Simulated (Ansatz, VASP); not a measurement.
**SnO: VASP beside Ansatz**

```xyz
4
Lattice="3.1277 0.0000 0.0000 0.0000 5.4520 0.0000 0.0000 0.0000 4.0008" Properties=species:S:1:pos:R:3 pbc="T T T"
Sn    0.0000    1.3308    2.1120
Sn    1.5639    4.1211    0.1116
O     0.0000    4.8175    2.8890
O     1.5639    0.6345    0.8886
```

Change from the starting cell: biaxial_xy strain -5.3%.

Alike in both runs: task single point; functional r2SCAN; k mesh 8 × 4 × 6; no spin polarisation.

```csv
,VASP,Ansatz
version,VASP 6.6.1,Ansatz 0.2.0
potentials or method,"VASP PAW PBE potentials, release 64 (Sn_d, O)","plane waves, PAW"
plane-wave cutoff (eV),520,500
occupations,"gaussian, width 0.01 eV",fixed
valence electrons in the cell,40,40
```

VASP gave:

* gap on the k mesh at the Fermi level (eV): 1.31
* pressure (GPa): 6.2
* traceless stress, the component that is largest in VASP (GPa): 3.55
* rms of the force components (eV/Å): 0.053

**Question.** Which values does Ansatz return?

**Answer.** gap on the k mesh at the Fermi level (eV): 1.33; pressure (GPa): 5.7; traceless stress, the component that is largest in VASP (GPa): 3.47; rms of the force components (eV/Å): 0.011.

VASP's potentials were made for PBE, not for r2SCAN. Atom by atom the forces differ by 0.063 eV/Å (rms over components).
